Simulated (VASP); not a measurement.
Mg: relaxation of cell and atoms with PBE

Crystal: Mg.

```
Mg
1.0
    -1.77276    1.77276    1.77276
     1.77276   -1.77276    1.77276
     1.77276    1.77276   -1.77276
Mg
1
Direct
  0.00000 0.00000 0.00000
```

This isn't the form of Mg at room conditions, which is hcp.

| Quantity | Value |
| --- | --- |
| Program | VASP 6.6.1 |
| Task | relaxation of cell and atoms |
| Functional | PBE |
| Potentials or basis | VASP PAW PBE potentials, release 64 (Mg) |
| Cutoff | 600 eV |
| k mesh | 11 × 11 × 11 |
| Occupations | fermi-dirac, width 0.05 eV |
| Spin | no spin polarisation |
| Dipole correction | no |
| Further INCAR settings | ALGO = Fast; EDIFF = 1e-06; IBRION = 2; EDIFFG = -0.01; NSW = 60; ISIF = 3 |

The relaxed volume is 22.77 Å³/atom and the relaxed cell is a = 3.093 Å, b = 3.093 Å, c = 3.093 Å, α = 109.47°, β = 109.47°, γ = 109.47°. The space group after relaxing (to 0.1 Å) is Im-3m (No. 229), the energy gained by relaxing is 1.2 meV/atom and the ionic steps are 3. The pressure after relaxing is 0.0 GPa and the band gap on the k mesh is zero (bands 1 and 2 overlap by 3.03 eV).

The path:
```tsv
step	energy change (eV)	largest force (eV/Å)	pressure (GPa)	volume (Å³)
1	0.0000	0.0000	0.81	22.29
2	-0.0011	0.0000	0.18	22.65
3	-0.0012	0.0000	-0.01	22.77
```

Final structure:
```
Mg
1.0
    -1.78553    1.78553    1.78553
     1.78553   -1.78553    1.78553
     1.78553    1.78553   -1.78553
Mg
1
Cartesian
  0.0000 0.0000 0.0000
```

Levels at points of the mesh, in eV from the Fermi level:
```
           k point  band 1  band 2  band 3  band 4  band 5
(0.00, 0.00, 0.00)   -6.98   13.08   13.08   13.08   15.10
```

Run time: 22 s on 1 thread of Intel Xeon 8259CL, on a shared host, peak memory 0.16 GiB.
